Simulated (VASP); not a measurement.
A run of VASP 6.6.1 is set up as follows.

The input INCAR:

```
SYSTEM = Be24N
PREC     = Accurate       ! precision mode
ENCUT    = 520            ! plane-wave cutoff, eV
EDIFF    = 1E-7           ! SCF threshold, eV
ISMEAR   = 0              ! smearing method
SIGMA    = 0.1            ! smearing width, eV
LREAL    = Auto         
LASPH    = .True.         ! aspherical terms in the spheres
NELM     = 80             ! most SCF steps
ALGO     = Normal         ! electronic algorithm
ISIF     = 2              ! what is computed and relaxed
LWAVE    = .False.        ! write WAVECAR
LCHARG   = .False.        ! write CHGCAR
LDIPOL   = .True.       
IDIPOL   = 3            
DIPOL    = 0.5 0.5 0.320
GGA      = PE             ! functional
NBANDS   = 44             ! bands
```

File KPOINTS:

```
Automatic mesh
0
Gamma
  6 4 1
  0 0 0
```

Contents of POSCAR:

```
Be24N
1.0
    4.5254381414      0.0000000000      0.0000000000
    0.0000000000      7.1336190818      0.0000000000
    0.0000000000      0.0000000000     19.8685529820
Be N
24 1
Direct
    0.0000000000      0.3750000000      0.2013231665
    0.0000000000      0.8750000000      0.2013231665
    0.5000000000      0.3750000000      0.2013231665
    0.5000000000      0.8750000000      0.2013231665
    0.2500000000      0.1250000000      0.2341987732
    0.2500000000      0.6250000000      0.2341987732
    0.7500000000      0.1250000000      0.2341987732
    0.7500000000      0.6250000000      0.2341987732
    0.2500000000      0.3750000000      0.2999499864
    0.2500000000      0.8750000000      0.2999499864
    0.7500000000      0.3750000000      0.2999499864
    0.7500000000      0.8750000000      0.2999499864
    0.0000000000      0.1250000000      0.3268353587
    0.0000000000      0.6250000000      0.3268353587
    0.5000000000      0.1250000000      0.3268353587
    0.5000000000      0.6250000000      0.3268353587
    0.0000000000      0.3750000000      0.3993099160
    0.0000000000      0.8750000000      0.3993099160
    0.5000000000      0.3750000000      0.3993099160
    0.5000000000      0.8750000000      0.3993099160
    0.2500000000      0.1250000000      0.4211958963
    0.2500000000      0.6250000000      0.4211958963
    0.7500000000      0.1250000000      0.4211958963
    0.7500000000      0.6250000000      0.4211958963
    0.5000000000      0.3750000000      0.4749656072
```

Potentials or basis: VASP PAW PBE potentials, release 64 (Be, N).

Launch:

```console
$ cat potpaw_PBE.64/Be/POTCAR potpaw_PBE.64/N/POTCAR > POTCAR
$ mpirun -np 1 vasp_std > vasp.out
```

Question: Predict the band gap on the k mesh.

Answer: Zero (an odd number of electrons rules out a gap without spin polarisation).

Question: Predict the largest force.

Answer: 2.105 eV/Å.

Forces in eV/Å, atoms in the order of the input:
```
Be   0.000  0.000  0.517
Be   0.000  0.000  0.469
Be   0.000  0.000  0.545
Be   0.000  0.000  0.412
Be   0.032  0.071 -0.711
Be   0.032 -0.071 -0.711
Be  -0.032  0.071 -0.711
Be  -0.032 -0.071 -0.711
Be  -0.009  0.000  0.009
Be  -0.007  0.000  0.107
Be   0.009  0.000  0.009
Be   0.007  0.000  0.107
Be   0.000  0.291  0.219
Be   0.000 -0.291  0.219
Be   0.000 -0.134  0.131
Be   0.000  0.134  0.131
Be   0.000  0.000 -0.059
Be   0.000  0.000  0.161
Be   0.000  0.000 -2.105
Be   0.000  0.000 -0.130
Be   0.323  0.227  0.516
Be   0.323 -0.227  0.516
Be  -0.323  0.227  0.516
Be  -0.323 -0.227  0.516
N    0.000  0.000  0.036
```
